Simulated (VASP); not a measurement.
**CuI: relaxation of cell and atoms with revPBE**

Crystal: CuI.

```
CELL_PARAMETERS angstrom
0.00000 3.03150 3.03150
3.03150 0.00000 3.03150
3.03150 3.03150 0.00000
ATOMIC_POSITIONS crystal
I 0.00000 0.00000 0.00000
Cu 0.75000 0.75000 0.75000
```

- Program: VASP 6.6.1
- Task: relaxation of cell and atoms
- Functional: revPBE
- Potentials or basis: VASP PAW PBE potentials, release 64 (I, Cu)
- Cutoff: 600 eV
- k mesh: 8 × 8 × 8
- Occupations: fermi-dirac, width 0.05 eV
- Spin: no spin polarisation
- Dipole correction: no
- Further INCAR settings: ALGO = Normal; EDIFF = 1e-07; IBRION = 2; EDIFFG = -0.01; NSW = 60; ISIF = 3

| Item | Value |
| --- | --- |
| Relaxed volume | 29.28 Å³/atom |
| Relaxed cell | a = 4.359 Å, b = 4.359 Å, c = 4.359 Å, α = 60.00°, β = 60.00°, γ = 60.00° |
| Space group after relaxing (to 0.1 Å) | F-43m (No. 216) |
| Energy gained by relaxing | 7.7 meV/atom |
| Ionic steps | 3 |
| Pressure after relaxing | 0.0 GPa |
| Band gap on the k mesh | 1.12 eV |

Step by step:
```tsv
step	energy change (eV)	largest force (eV/Å)	pressure (GPa)	volume (Å³)
1	0.0000	0.0000	1.85	55.72
2	-0.0153	0.0000	0.11	58.36
3	-0.0154	0.0000	-0.01	58.55
```

Final structure:
```
CELL_PARAMETERS angstrom
0.00000 3.08207 3.08207
3.08207 0.00000 3.08207
3.08207 3.08207 0.00000
ATOMIC_POSITIONS crystal
I 0.00000 0.00000 0.00000
Cu 0.75000 0.75000 0.75000
```

Levels at points of the mesh, in eV from the valence-band top:
| k point | band 7 | band 8 | band 9 | band 10 | band 11 | band 12 |
| --- | --- | --- | --- | --- | --- | --- |
| (0.00, 0.00, 0.00) | 0.00 | 0.00 | 0.00 | 1.12 | 4.94 | 4.94 |
| (0.50, 0.00, 0.00) | -1.57 | -0.63 | -0.63 | 2.18 | 5.46 | 5.46 |
| (0.50, 0.50, 0.00) | -1.56 | -1.32 | -1.32 | 2.91 | 2.97 | 8.98 |

Run time: 2.8 min on 1 thread of AMD EPYC 7R13, with other jobs on the host, peak memory 0.19 GiB.

Caveat: the PAW data sets were made with another functional, which shifts forces and pressure a little; spin-orbit coupling is left out, which moves the levels of the heavy elements. Zero-point motion and thermal expansion aren't in these numbers.
